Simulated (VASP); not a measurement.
CdI2: single point with PBE

The system is CdI2.

```
CELL_PARAMETERS angstrom
4.37132 0.00000 0.00000
-2.18566 3.78567 0.00000
0.00000 0.00000 6.85900
ATOMIC_POSITIONS crystal
Cd 0.00000 0.00000 0.00000
I 0.33333 0.66667 0.24920
I 0.66667 0.33333 0.75080
```

```yaml
Program: VASP 6.6.1
Task: single point
Functional: PBE
Potentials_or_basis: VASP PAW PBE potentials, release 64 (Cd, I)
Cutoff: 500 eV
k_mesh: 6 × 6 × 4
Occupations: fermi-dirac, width 0.05 eV
Spin: no spin polarisation
```

- Pressure: 0.0 GPa
- Largest force: 0.107 eV/Å
- Band gap on the k mesh: 2.22 eV, direct

Forces in eV/Å, atoms in the order of the input:
```
Cd   0.000  0.000  0.000
I    0.000  0.000 -0.107
I    0.000  0.000  0.107
```

Stress tensor (GPa, compression positive):
```
-0.25  0.00  0.00
 0.00 -0.25  0.00
 0.00  0.00  0.46
```

Levels at points of the mesh, in eV from the valence-band top:
| k point | band 9 | band 10 | band 11 | band 12 | band 13 | band 14 | band 15 | band 16 | band 17 | band 18 |
| --- | --- | --- | --- | --- | --- | --- | --- | --- | --- | --- |
| (0.00, 0.00, 0.00) | -0.32 | -0.32 | -0.23 | -0.23 | 0.00 | 2.22 | 4.40 | 6.20 | 6.20 | 8.35 |
| (0.50, 0.00, 0.00) | -2.44 | -1.76 | -1.44 | -0.60 | -0.13 | 2.58 | 5.02 | 6.05 | 6.45 | 7.63 |
| (0.00, 0.00, 0.50) | -1.35 | -0.45 | -0.45 | -0.08 | -0.08 | 3.26 | 4.42 | 5.99 | 5.99 | 7.82 |
| (0.50, 0.00, 0.50) | -2.88 | -1.24 | -1.02 | -0.44 | -0.42 | 2.34 | 5.03 | 5.98 | 6.78 | 7.18 |

It took 36 s on 1 thread of AMD EPYC 7R13 Processor (Zen 3), with other jobs on the host, peak memory 0.2 GiB.

Caveat: spin-orbit coupling is left out, which moves the levels of the heavy elements; this functional lacks dispersion, which binds the layers, so the pressure and a relaxed spacing across them are unreliable. A k mesh can miss the band edges.
